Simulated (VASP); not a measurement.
# Co (P6_3/mmc) in VASP: further runs, part 2 of 2

VASP 6.6.1. The steps go on from the part before.

## (3) Single point, PBE, collinear spin, ferromagnetic start

This run uses another cell than the first one, of 12.90 Å³/atom.

Input file INCAR:

```
SYSTEM = Co
PREC = Accurate
ENCUT = 520
EDIFF = 1E-7
ISMEAR = 0
SIGMA = 0.15
LREAL = .False.
LASPH = .True.
NELM = 150
ALGO = Fast
ISIF = 2
LWAVE = .False.
LCHARG = .False.
ISPIN = 2
MAGMOM = 1.86 1.86
LORBIT = 11
LMAXMIX = 4
GGA = PE
NBANDS = 20
```

Input file KPOINTS:

```
regular mesh
0
Gamma
  21 21 12
  0 0 0
```

Input file POSCAR:

```
Co
1.0
    2.5682000000      0.0000000000      0.0000000000
   -1.2841000000      2.2241264420      0.0000000000
    0.0000000000      0.0000000000      4.5161000000
Co
2
Direct
    0.3333333333      0.6666666667      0.2500000000
    0.6666666667      0.3333333333      0.7500000000
```

Potentials or basis: VASP PAW PBE potentials, release 64 (Co).

Run with:

```console
cat potpaw_PBE.64/Co/POTCAR > POTCAR
mpirun -np 1 vasp_std > vasp.out
```

OUTCAR:

```text
SYSTEM = Co
   PREC = Accurate
   ENCUT = 520
   EDIFF = 1E-7
   ISMEAR = 0
   LREAL = .False.
   LASPH = .True.
   NELM = 150
   ISIF = 2
   ISPIN = 2
   LORBIT = 11
   GGA = PE

 ion  position               nearest neighbor table
   1  0.333  0.667  0.250-   2 2.70   2 2.70   2 2.70   2 2.70   2 2.70   2 2.70
   2  0.667  0.333  0.750-   1 2.70   1 2.70   1 2.70   1 2.70   1 2.70   1 2.70

  LATTYP: Found a hexagonal cell.
 ALAT       =     2.5682000000
 C/A-ratio  =     1.7584689666

  Lattice vectors:

 A1 = (   2.5682000000,   0.0000000000,   0.0000000000)
 A2 = (  -1.2841000000,   2.2241264420,   0.0000000000)
 A3 = (   0.0000000000,   0.0000000000,   4.5161000000)

[... 1324 lines left out ...]
  energy-cutoff  :      520.00
  volume of cell :       25.80
      direct lattice vectors                 reciprocal lattice vectors
     2.568200000  0.000000000  0.000000000     0.389377774  0.224807363  0.000000000
    -1.284100000  2.224126442  0.000000000     0.000000000  0.449614726  0.000000000
     0.000000000  0.000000000  4.516100000     0.000000000  0.000000000  0.221429995

 POSITION                                       TOTAL-FORCE (eV/Angst)
 -----------------------------------------------------------------------------------
     -0.00000      1.48275      1.12902        -0.000000     -0.000000      0.000000
      1.28410      0.74138      3.38707         0.000000      0.000000      0.000000
 -----------------------------------------------------------------------------------
    total drift:                                0.000000      0.000000     -0.000000

  FREE ENERGIE OF THE ION-ELECTRON SYSTEM (eV)
  ---------------------------------------------------
  free  energy   TOTEN  =       -13.6573939652 eV

  energy  without entropy=      -13.6291309571  energy(sigma->0) =      -13.64326246

 total charge

# of ion       s       p       d       tot
------------------------------------------
    1        0.429   0.394   7.171   7.993
    2        0.429   0.394   7.171   7.993
--------------------------------------------------
tot          0.857   0.787  14.341  15.986

 magnetization (x)

# of ion       s       p       d       tot
------------------------------------------
    1       -0.010  -0.046   1.860   1.804
    2       -0.010  -0.046   1.860   1.804
--------------------------------------------------
tot         -0.020  -0.092   3.719   3.607
```

OSZICAR:

```text
N       E                     dE             d eps       ncg     rms          rms(c)
DAV:   1     0.865072508936E+02    0.86507E+02   -0.78801E+03 27608   0.113E+03
DAV:   2    -0.113495440080E+02   -0.97857E+02   -0.88207E+02 27240   0.211E+02
DAV:   3    -0.157111737727E+02   -0.43616E+01   -0.41691E+01 30648   0.551E+01
DAV:   4    -0.157762069436E+02   -0.65033E-01   -0.64983E-01 33596   0.591E+00
DAV:   5    -0.157780567343E+02   -0.18498E-02   -0.18497E-02 31276   0.933E-01    0.133E+01
RMM:   6    -0.144256318766E+02    0.13524E+01   -0.98369E+00 31600   0.333E+01    0.101E+01
RMM:   7    -0.136823317289E+02    0.74330E+00   -0.13833E+00 31097   0.132E+01    0.390E+00
RMM:   8    -0.136687665245E+02    0.13565E-01   -0.21458E-02 34533   0.976E-01    0.143E+00
RMM:   9    -0.136577806647E+02    0.10986E-01   -0.70226E-03 37105   0.524E-01    0.443E-01
RMM:  10    -0.136575177414E+02    0.26292E-03   -0.16492E-03 35569   0.327E-01    0.156E-01
RMM:  11    -0.136573723883E+02    0.14535E-03   -0.63604E-04 38923   0.164E-01    0.621E-02
RMM:  12    -0.136573910227E+02   -0.18634E-04   -0.14101E-04 39348   0.715E-02    0.412E-02
RMM:  13    -0.136573959339E+02   -0.49112E-05   -0.26666E-05 38631   0.327E-02    0.154E-02
RMM:  14    -0.136573940191E+02    0.19148E-05   -0.74695E-06 38985   0.201E-02    0.536E-03
RMM:  15    -0.136573939571E+02    0.62011E-07   -0.29344E-06 43310   0.887E-03    0.262E-03
RMM:  16    -0.136573939652E+02   -0.81395E-08   -0.26410E-07 27117   0.298E-03
   1 F= -.13657394E+02 E0= -.13643262E+02  d E =-.282630E-01  mag=     3.5103
```

It took 2.6 min on 1 thread of Intel Xeon 6975P-C (Granite Rapids), shared host; peak memory 0.34 GiB.

What came out:

| Quantity | Value |
| --- | --- |
| Free energy | -13.6574 eV |
| Pressure | -22.8 GPa |
| Net moment | 3.51 μB per cell |
| Site moments | Co +1.80 μB |
| Valence electrons inside the program's atomic spheres | Co 7.99 |

Stress tensor (GPa, compression positive):
```
-18.93   0.00   0.00
  0.00 -18.93   0.00
  0.00   0.00 -30.55
```

Levels at points of the mesh, in eV from the Fermi level:
Spin up:
| k point | band 9 | band 10 | band 11 | band 12 | band 13 | band 14 |
| --- | --- | --- | --- | --- | --- | --- |
| (0.00, 0.00, 0.00) | -1.86 | -1.26 | -1.26 | -0.75 | 3.78 | 20.69 |
| (0.00, 0.00, 0.50) | -1.47 | -1.47 | -1.47 | -1.47 | 11.11 | 11.11 |
Spin down:
| k point | band 3 | band 4 | band 5 | band 6 | band 7 | band 8 | band 9 | band 10 | band 11 | band 12 |
| --- | --- | --- | --- | --- | --- | --- | --- | --- | --- | --- |
| (0.00, 0.00, 0.00) | -1.19 | -0.85 | -0.72 | -0.72 | -0.52 | -0.52 | 0.18 | 0.18 | 0.87 | 0.87 |
| (0.00, 0.00, 0.50) | -1.51 | -1.51 | -0.71 | -0.71 | -0.71 | -0.71 | 0.62 | 0.62 | 0.62 | 0.62 |

Caveat: the cell stands under tension.
